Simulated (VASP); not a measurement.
# Fe (Pm-3m) in VASP: a series of runs, part 2 of 2

VASP 6.6.1. Earlier steps stand in the parts before.

## 5. Single point, RPBE (volume scaled by 0.92)

File INCAR:

```
  PREC = Accurate
  ENCUT = 520
  EDIFF = 1E-6
  ISMEAR = -1
  SIGMA = 0.1
  LREAL = False
  LASPH = True
  NELM = 60
  ALGO = Normal
  ISIF = 2
  LWAVE = False
  LCHARG = False
  GGA = RP
  NBANDS = 10
```

File KPOINTS:

```
regular mesh
0
Gamma
  15 15 15
```

File POSCAR:

```
Fe
1.0
    2.2252782311      0.0000000000      0.0000000000
    0.0000000000      2.2252782311      0.0000000000
    0.0000000000      0.0000000000      2.2252782311
Fe
1
Direct
    0.0000000000      0.0000000000      0.0000000000
```

Potentials or basis: VASP PAW PBE potentials, release 64 (Fe).

On the command line:

```
$ cat potpaw_PBE.64/Fe/POTCAR > POTCAR
$ mpirun -np 1 vasp_std > vasp.out
```

OUTCAR:

```text
PREC = Accurate
   ENCUT = 520
   EDIFF = 1E-6
   ISMEAR = -1
   LREAL = False
   LASPH = True
   NELM = 60
   ISIF = 2
   GGA = RP

 ion  position               nearest neighbor table
   1  0.000  0.000  0.000-

  LATTYP: Found a simple cubic cell.
 ALAT       =     2.2252782311

  Lattice vectors:

 A1 = (   2.2252782311,   0.0000000000,   0.0000000000)
 A2 = (   0.0000000000,   2.2252782311,   0.0000000000)
[... 481 lines left out ...]
  band No.  band energies     occupation
      1       1.7537      2.00000
      2       3.3592      2.00000
      3       4.5156      2.00000
      4       6.3639      1.69648
      5       6.6366      0.53539
      6       7.1323      0.00513
      7      16.4859      0.00000
      8      24.1151      0.00000
      9      32.9281      0.00000
     10      34.2373      0.00000

 [... further k-points ...]
[... 5 lines left out ...]
  --------------------------------------------------------------------------------------
  -------------------------------------------------------------------------------------
  Total        1.2317134      1.2317134      1.2317134     -0.0000000      0.0000000      0.0000000
  in kB      179.0883291    179.0883291    179.0883291     -0.0000000      0.0000000      0.0000000
  external PRESSURE =     179.0883291 kB  Pullay stress =       0.0000000 kB

 VOLUME and BASIS-vectors are now :
 -----------------------------------------------------------------------------
  energy-cutoff  :      520.00
  volume of cell :       11.02
      direct lattice vectors                 reciprocal lattice vectors
     2.225278231  0.000000000  0.000000000     0.449382008  0.000000000  0.000000000
     0.000000000  2.225278231  0.000000000     0.000000000  0.449382008  0.000000000
     0.000000000  0.000000000  2.225278231     0.000000000  0.000000000  0.449382008

 POSITION                                       TOTAL-FORCE (eV/Angst)
 -----------------------------------------------------------------------------------
      0.00000      0.00000      0.00000         0.000000      0.000000      0.000000
 -----------------------------------------------------------------------------------
    total drift:                               -0.000000      0.000000      0.000000

  FREE ENERGIE OF THE ION-ELECTRON SYSTEM (eV)
  ---------------------------------------------------
  free  energy   TOTEN  =        -6.5975755409 eV

  energy  without entropy=       -6.5269396889  energy(sigma->0) =       -6.56225761
```

OSZICAR:

```text
N       E                     dE             d eps       ncg     rms          rms(c)
DAV:   1     0.192906430789E+02    0.19291E+02   -0.43341E+03  2512   0.103E+03
DAV:   2    -0.700432520205E+01   -0.26295E+02   -0.25053E+02  2432   0.132E+02
DAV:   3    -0.750282835127E+01   -0.49850E+00   -0.49598E+00  2732   0.234E+01
DAV:   4    -0.750494929057E+01   -0.21209E-02   -0.21207E-02  2704   0.140E+00
DAV:   5    -0.750496472018E+01   -0.15430E-04   -0.15429E-04  2644   0.114E-01    0.988E+00
DAV:   6    -0.667872174103E+01    0.82624E+00   -0.77728E+00  2628   0.419E+01    0.183E+00
DAV:   7    -0.660894123001E+01    0.69781E-01   -0.44368E-01  2638   0.102E+01    0.110E+00
DAV:   8    -0.659862816756E+01    0.10313E-01   -0.86769E-03  3466   0.736E-01    0.343E-01
DAV:   9    -0.659762062204E+01    0.10075E-02   -0.12623E-03  3252   0.239E-01    0.642E-02
DAV:  10    -0.659758046896E+01    0.40153E-04   -0.25597E-05  3186   0.453E-02    0.104E-02
DAV:  11    -0.659757548183E+01    0.49871E-05   -0.44163E-07  1560   0.102E-02    0.933E-04
DAV:  12    -0.659757554087E+01   -0.59031E-07   -0.21831E-08  1268   0.144E-03
   1 F= -.65975755E+01 E0= -.65622576E+01  d E =-.706359E-01
```

stdout:

```text
POSCAR found type information on POSCAR Fe
 POSCAR found :  1 types and       1 ions
 scaLAPACK will be used
 -----------------------------------------------------------------------------
|                                                                             |
|                                                                             |
|     You enforced a specific xc type in the INCAR file but a different       |
|     I HOPE YOU KNOW WHAT YOU ARE DOING!                                     |
|                                                                             |
 -----------------------------------------------------------------------------

 LDA part: xc-table for (Slater+PW92), standard interpolation
 POSCAR, INCAR and KPOINTS ok, starting setup
 FFT: planning ... GRIDC
 FFT: planning ... GRID_SOFT
 FFT: planning ... GRID
 WAVECAR not read
 entering main loop
```

It took 6.9 s on 1 thread of Intel Xeon Platinum 8488C (Sapphire Rapids), shared host; peak memory 0.12 GiB.

Results:

```
Free energy            : -6.5976 eV
Pressure               : 17.9 GPa
Band gap on the k mesh : zero (band 4 reaches 8.73 eV, above the bottom of band 5 at 5.82 eV)
```

Levels at points of the mesh, in eV from the Fermi level:
```csv
k point,band 1,band 2,band 3,band 4,band 5,band 6,band 7,band 8
"(0.00, 0.00, 0.00)",-8.63,-4.09,-4.09,1.05,1.05,1.05,21.47,21.47
```

Caveat: the PAW data sets were made with another functional, which shifts forces and pressure a little; the run has no spin polarisation, though such a crystal can be magnetic. Spin polarisation is off, so any magnetic state and its effect on volume and gap are missing.

## 6. Single point, RPBE (volume scaled by 0.96)

File INCAR:

```
SYSTEM = Fe
PREC = Accurate
ENCUT = 520
EDIFF = 1E-6
ISMEAR = -1
SIGMA = 0.1
LREAL = .FALSE.
LASPH = .TRUE.
NELM = 60
ALGO = Normal
ISIF = 2
LWAVE = .FALSE.
LCHARG = .FALSE.
GGA = RP
NBANDS = 10
```

File KPOINTS:

```
regular mesh
0
G
  15 15 15
  0 0 0
```

File POSCAR:

```
Fe
1.0
    2.2570722156      0.0000000000      0.0000000000
    0.0000000000      2.2570722156      0.0000000000
    0.0000000000      0.0000000000      2.2570722156
Fe
1
Direct
    0.0000000000      0.0000000000      0.0000000000
```

Potentials or basis: VASP PAW PBE potentials, release 64 (Fe).

On the command line:

```
$ cat potpaw_PBE.64/Fe/POTCAR > POTCAR
$ mpirun -np 1 vasp_std > vasp.out
```

Run time: 6.8 s. Hardware: 1 thread of Intel Xeon Platinum 8488C (Sapphire Rapids), shared host; peak memory 0.12 GiB.

The run converged. Its results:

- Free energy: -6.6350 eV
- Pressure: 7.5 GPa
- Band gap on the k mesh: zero (band 4 reaches 8.14 eV, above the bottom of band 5 at 5.40 eV)

Levels at points of the mesh, in eV from the Fermi level:
| k point | band 1 | band 2 | band 3 | band 4 | band 5 | band 6 | band 7 | band 8 |
| --- | --- | --- | --- | --- | --- | --- | --- | --- |
| (0.00, 0.00, 0.00) | -8.37 | -3.86 | -3.86 | 0.99 | 0.99 | 0.99 | 20.91 | 20.91 |

Caveat: the PAW data sets were made with another functional, which shifts forces and pressure a little; the run has no spin polarisation, though such a crystal can be magnetic. Spin polarisation is off, so any magnetic state and its effect on volume and gap are missing.

## 7. Overview

| spin | cell | k mesh | smearing | gap on the mesh (eV) | pressure (GPa) |
| --- | --- | --- | --- | --- | --- |
| collinear, ferromagnetic start | a = 2.400 Å, 1 atom | 21 × 21 × 21 | fermi-dirac 0.05 eV | none | 0.4 |
| off | a = 2.288 Å, 1 atom | 13 × 13 × 13 | fermi-dirac 0.1 eV | none | -0.8 |
| off | a = 2.193 Å, 1 atom | 15 × 15 × 15 | fermi-dirac 0.1 eV | none | 30.9 |
| off | a = 2.225 Å, 1 atom | 15 × 15 × 15 | fermi-dirac 0.1 eV | none | 17.9 |
| off | a = 2.257 Å, 1 atom | 15 × 15 × 15 | fermi-dirac 0.1 eV | none | 7.5 |

Alike in all rows: task single point; level RPBE; potentials or basis VASP PAW PBE potentials, release 64 (Fe); cutoff (eV) 520.

Caveats: the PAW data sets were made with another functional, which shifts forces and pressure a little.

Absolute energies hang on the potentials; compare differences alone.
